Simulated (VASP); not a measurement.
# F (C2/m) in VASP: single point with PBEsol+D3(BJ)

Aim: the single point of F with PBEsol+D3(BJ).

Program: VASP 6.6.1. These are calculated values, not measurements. Logs are shortened: lines on timing, memory, paths and dates and some standing lists are left out, and cuts for length are marked.

## 1. The cell of the first run

It takes space group C2/m (No. 12, monoclinic). Conventional cell: a = 5.881 Å, b = 3.371 Å, c = 7.324 Å, α = 90.00°, β = 110.45°, γ = 90.00°. F (site symmetry m) has 1 F at 1.40 Å within 1.9 Å. F (site symmetry m) has 1 F at 1.40 Å within 1.9 Å.

## 2. Single point, PBEsol+D3(BJ)

INCAR reads:

```
PREC     = Accurate       # precision mode
ENCUT    = 520            # plane-wave cutoff, eV
EDIFF    = 1E-6           # SCF threshold, eV
ISMEAR   = 0              # smearing method
SIGMA    = 0.02           # smearing width, eV
LREAL    = False          # projectors in reciprocal space
LASPH    = True           # aspherical terms in the spheres
NELM     = 100            # most SCF steps
ALGO     = Normal         # electronic algorithm
ISIF     = 2              # what is computed and relaxed
LWAVE    = False          # write WAVECAR
LCHARG   = False          # write CHGCAR
GGA      = PS             # functional
IVDW     = 12             # dispersion correction
NBANDS   = 22             # bands
```

KPOINTS reads:

```
regular mesh
0
Gamma
  8 8 4
```

POSCAR reads:

```
F
1.0
    2.9345987041     -1.6853332259     -0.1836112128
    2.9345987041      1.6853332259     -0.1836112128
   -2.1253501845      0.0000000000      7.0085370816
F
4
Direct
    0.0840004473      0.0840004473      0.0955020820
    0.9159995527      0.9159995527      0.9044979180
    0.4997016077      0.4997016077      0.5955145169
    0.5002983923      0.5002983923      0.4044854831
```

Potentials or basis: VASP PAW PBE potentials, release 64 (F).

Started as:

```bash
> cat potpaw_PBE.64/F/POTCAR > POTCAR
> mpirun -np 1 vasp_std > vasp.out
```

OUTCAR:

```text
PREC = Accurate
   ENCUT = 520
   EDIFF = 1E-6
   ISMEAR = 0
   LREAL = False
   LASPH = True
   NELM = 100
   ISIF = 2
   GGA = PS
   IVDW = 12
 IVDW          = 12

 ion  position               nearest neighbor table
   1  0.084  0.084  0.096-   2 1.40
   2  0.916  0.916  0.904-   1 1.40
   3  0.500  0.500  0.596-   4 1.40
   4  0.500  0.500  0.404-   3 1.40

  LATTYP: Found a base centered monoclinic cell.
 ALAT       =     5.8806743258
 B/A-ratio  =     0.5731768612
 C/A-ratio  =     1.2453858252
 COS(beta)  =    -0.3493933200

  Lattice vectors:

 A1 = (   2.9345987041,  -1.6853332259,  -0.1836112128)
 A2 = (   2.9345987041,   1.6853332259,  -0.1836112128)
 A3 = (  -2.1253501845,   0.0000000000,   7.0085370816)

Analysis of symmetry for initial positions (statically):
=====================================================================
 Subroutine PRICEL returns:
 Original cell was already a primitive cell.

 Routine SETGRP: Setting up the symmetry group for a
 base centered monoclinic supercell.

 Subroutine GETGRP returns: Found  4 space group operations
 (whereof  4 operations were pure point group operations)
 out of a pool of  4 trial point group operations.

The static configuration has the point symmetry C_2h.

Analysis of symmetry for dynamics (positions and initial velocities):
=====================================================================
 Subroutine PRICEL returns:
 Original cell was already a primitive cell.

 Routine SETGRP: Setting up the symmetry group for a
 base centered monoclinic supercell.

 Subroutine GETGRP returns: Found  4 space group operations
 (whereof  4 operations were pure point group operations)
 out of a pool of  4 trial point group operations.

The dynamic configuration has the point symmetry C_2h.

 Subroutine INISYM returns: Found  4 space group operations
 (whereof  4 operations are pure point group operations),
 and found     1 'primitive' translations

----------------------------------------------------------------------------------------

                                     Primitive cell

  volume of cell :      68.0100

  direct lattice vectors                    reciprocal lattice vectors
     2.934598704 -1.685333226 -0.183611213     0.173676342 -0.296677234  0.052667631
     2.934598704  1.685333226 -0.183611213     0.173676342  0.296677234  0.052667631
    -2.125350184  0.000000000  7.008537082     0.009100023  0.000000000  0.145442726

  length of vectors
     3.389089954  3.389089954  7.323708448     0.347785469  0.347785469  0.145727131

  position of ions in fractional coordinates (direct lattice)
     0.084000447  0.084000447  0.095502082
     0.915999553  0.915999553  0.904497918
     0.499701608  0.499701608  0.595514517
     0.500298392  0.500298392  0.404485483

  ion indices of the primitive-cell ions
   primitive index   ion index
                 1           1
                 2           2
                 3           3
                 4           4

----------------------------------------------------------------------------------------

 KPOINTS: regular mesh

Automatic generation of k-mesh.
 Grid dimensions read from file:
 generate k-points for:    8    8    4

 Generating k-lattice:

  Cartesian coordinates                     Fractional coordinates (reciprocal lattice)
     0.021709543 -0.037084654  0.006583454     0.125000000  0.000000000 -0.000000000
     0.021709543  0.037084654  0.006583454     0.000000000  0.125000000 -0.000000000
     0.002275006  0.000000000  0.036360681     0.000000000  0.000000000  0.250000000

  Length of vectors
     0.043473184  0.043473184  0.036431783

  Shift w.r.t. Gamma in fractional coordinates (k-lattice)
     0.000000000  0.000000000  0.000000000

 Subroutine IBZKPT returns following result:
 ===========================================

 Found     78 irreducible k-points:

 Following reciprocal coordinates:
            Coordinates               Weight
  0.000000  0.000000  0.000000      1.000000
  0.125000  0.000000  0.000000      4.000000
  0.250000  0.000000  0.000000      4.000000
  0.375000  0.000000  0.000000      4.000000
  0.500000  0.000000  0.000000      2.000000
  0.125000  0.125000  0.000000      2.000000
[... 16 lines left out ...]
  0.125000  0.000000  0.250000      4.000000
  0.250000  0.000000  0.250000      4.000000
 [... further k-points ...]
   k-points           NKPTS =     78   k-points in BZ     NKDIM =     78   number of bands    NBANDS=     22
   number of dos      NEDOS =    301   number of ions     NIONS =      4
   total plane-waves  NPLWV =  42336
   dimension x,y,z NGX =    28 NGY =   28 NGZ =   54
   dimension x,y,z NGXF=    56 NGYF=   56 NGZF=  108
   ions per type =               4
   NGX,Y,Z   is equivalent  to a cutoff of  13.73, 13.73, 12.26 a.u.
   NGXF,Y,Z  is equivalent  to a cutoff of  27.47, 27.47, 24.52 a.u.
 SYSTEM =  unknown system
   PREC   = accura    normal or accurate (medium, high low for compatibility)
   ISTART =      0    job   : 0-new  1-cont  2-samecut
   ICHARG =      2    charge: 1-file 2-atom 10-const
   ISPIN  =      1    spin polarized calculation?
   LNONCOLLINEAR =      F non collinear calculations
   LSORBIT =      F    spin-orbit coupling
   LASPH  =      T    aspherical Exc in radial PAW
   ENCUT  =  520.0 eV  38.22 Ry    6.18 a.u.   6.30  6.30 13.62*2*pi/ulx,y,z
   NELM   =    100;   NELMIN=  2; NELMDL= -5     # of ELM steps
   EDIFF  = 0.1E-05   stopping-criterion for ELM
   LREAL  =      F    real-space projection
   EDIFFG = 0.1E-04   stopping-criterion for IOM
   NSW    =      0    number of steps for IOM
   IBRION =     -1    ionic relax: 0-MD 1-quasi-New 2-CG
   NFREE  =      0    steps in history (QN), initial steepest desc. (CG)
   ISIF   =      2    stress and relaxation
   ISYM   =      2    0-nonsym 1-usesym 2-fastsym
   POTIM  = 0.5000    time-step for ionic-motion
   TEBEG  =    0.0;   TEEND  =   0.0 temperature during run
   PSTRESS=    0.0 pullay stress
   NELECT =      28.0000    total number of electrons
   NUPDOWN=      -1.0000    fix difference up-down
   EMIN   =  10.00;   EMAX   =-10.00  energy-range for DOS
   EFERMI =   0.00;   METHOD = LEGACY
   ISMEAR =     0;   SIGMA  =   0.02  broadening in eV -4-tet -1-fermi 0-gaus
   EFERMI_NEDOS =   21; number of points for ismear=-14 and -15
   IALGO  =     38    algorithm
   IMIX   =      4    mixing-type and parameters
     AMIX     =   0.40;   BMIX     =  1.00
     AMIX_MAG =   1.60;   BMIX_MAG =  1.00
  volume/ion in A,a.u.               =      17.00       114.74
  Fermi-wavevector in a.u.,A,eV,Ry     =   1.217877  2.301453 20.180485  1.483224
  Thomas-Fermi vector in A             =   2.353182
   LORBIT       =      0    0 simple, 1 ext, 2 COOP (PROOUT), +10 PAW based schemes
   GGA     = PS    functional components
   LHFCALC =     F    Hartree Fock is set to
   AEXX    =    0.0000 exact exchange contribution
   IVDW    =    12    specifies the selected vdW correction
   LEPSILON=     F    determine dielectric tensor
   LRPA    =     F    only Hartree local field effects (RPA)
 non-spin polarized calculation
 Gauss-broadening in eV      SIGMA  =   0.02
  energy-cutoff  :      520.00
  volume of cell :       68.01
 maximum number of plane-waves:      1848
 NGX is ok and might be reduce to    28
   NGX = 13   NGY = 13   NGZ = 27

 number of electron      27.9999988 magnetization

 Free energy of the ion-electron system (eV)
  ---------------------------------------------------
  ext. energy  EPLUGINS =         0.00000000
  ---------------------------------------------------
  free energy    TOTEN  =        -7.79238380 eV

  energy without entropy =       -7.79238380  energy(sigma->0) =       -7.79238380

 E-fermi :  -5.0545     XC(G=0):  -7.3187

 val. band max:       -5.2783495563   @ k =   0.5000   0.5000   0.0000
 cond. band min:      -2.4051293030   @ k =   0.0000   0.0000   0.0000
 fundamental gap:      2.8732202533
 Fermi energy:        -5.0545103827

 k-point     1 :       0.0000    0.0000    0.0000
  band No.  band energies     occupation
      1     -30.4673      2.00000
      2     -30.3073      2.00000
      3     -23.8811      2.00000
      4     -23.5552      2.00000
      5     -12.1004      2.00000
      6     -11.3618      2.00000
[... 14 lines left out ...]
     21      14.3241      0.00000
     22      15.8431      0.00000

 k-point     2 :       0.1250    0.0000    0.0000
  band No.  band energies     occupation
      1     -30.4567      2.00000
      2     -30.3012      2.00000
      3     -23.8638      2.00000
      4     -23.5623      2.00000
      5     -12.0713      2.00000
      6     -11.3865      2.00000
[... 14 lines left out ...]
     21      14.0694      0.00000
     22      14.5820      0.00000

 k-point     3 :       0.2500    0.0000    0.0000
  band No.  band energies     occupation
      1     -30.4304      2.00000
      2     -30.2863      2.00000
      3     -23.8184      2.00000
      4     -23.5835      2.00000
      5     -11.9889      2.00000
      6     -11.4582      2.00000
[... 14 lines left out ...]
     21      12.5659      0.00000
     22      13.9226      0.00000
[... 476 lines left out ...]
 k-point    23 :       0.1250    0.0000    0.2500
  band No.  band energies     occupation
      1     -30.4471      2.00000
      2     -30.3117      2.00000
      3     -23.8018      2.00000
      4     -23.6259      2.00000
      5     -11.9290      2.00000
      6     -11.5465      2.00000
[... 14 lines left out ...]
     21      13.9831      0.00000
     22      15.0037      0.00000

 k-point    24 :       0.2500    0.0000    0.2500
  band No.  band energies     occupation
      1     -30.4229      2.00000
      2     -30.2947      2.00000
      3     -23.7533      2.00000
      4     -23.6499      2.00000
      5     -11.8263      2.00000
      6     -11.6309      2.00000
[... 14 lines left out ...]
     21      11.7543      0.00000
     22      13.1501      0.00000

 [... further k-points ...]

------------------------ aborting loop because EDIFF is reached ----------------------------------------

 Edisp (eV)   -0.06964

 E8    (eV) :    -0.0273

  FORCE on cell =-STRESS in cart. coord.  units (eV):
  Direction    XX          YY          ZZ          XY          YZ          ZX
  --------------------------------------------------------------------------------------
  -------------------------------------------------------------------------------------
  Total      -0.08121    -0.24269     0.84097     0.00000     0.00000     0.05212
  in kB      -1.91324    -5.71731    19.81159     0.00000     0.00000     1.22784
  external pressure =        4.06 kB  Pullay stress =        0.00 kB

 VOLUME and BASIS-vectors are now :
 -----------------------------------------------------------------------------
  energy-cutoff  :      520.00
  volume of cell :       68.01
      direct lattice vectors                 reciprocal lattice vectors
     2.934598704 -1.685333226 -0.183611213     0.173676342 -0.296677234  0.052667631
     2.934598704  1.685333226 -0.183611213     0.173676342  0.296677234  0.052667631
    -2.125350184  0.000000000  7.008537082     0.009100023  0.000000000  0.145442726

 POSITION                                       TOTAL-FORCE (eV/Angst)
 -----------------------------------------------------------------------------------
      0.29004      0.00000      0.63848         0.178815      0.000000      0.391161
      3.45381      0.00000      6.00283        -0.178815      0.000000     -0.391161
      1.66717      0.00000      3.99018        -0.124410      0.000000      0.415097
      2.07668      0.00000      2.65113         0.124410      0.000000     -0.415097
 -----------------------------------------------------------------------------------
    total drift:                               -0.000000     -0.000000      0.000000

  FREE ENERGIE OF THE ION-ELECTRON SYSTEM (eV)
  ---------------------------------------------------
  free  energy   TOTEN  =        -7.8620232307 eV

  energy  without entropy=       -7.8620232307  energy(sigma->0) =       -7.86202323
```

It took 54 s on 1 thread of AMD EPYC 9R45 (Zen 5), shared host; peak memory 0.2 GiB.

Results:

| Quantity | Value |
| --- | --- |
| Free energy | -7.8620 eV |
| Pressure | 0.4 GPa |
| Largest force | 0.433 eV/Å |
| Band gap on the k mesh | 2.87 eV, indirect (least direct gap 2.96 eV) |
| Dispersion energy per atom | -0.017 eV |

Forces on the atoms (eV/Å):
```
F    0.179  0.000  0.391
F   -0.179  0.000 -0.391
F   -0.124  0.000  0.415
F    0.124  0.000 -0.415
```

Caveat: the PAW data sets were made with another functional, which shifts forces and pressure a little. A hybrid or GW would open this gap; PBEsol tends to underestimate it.
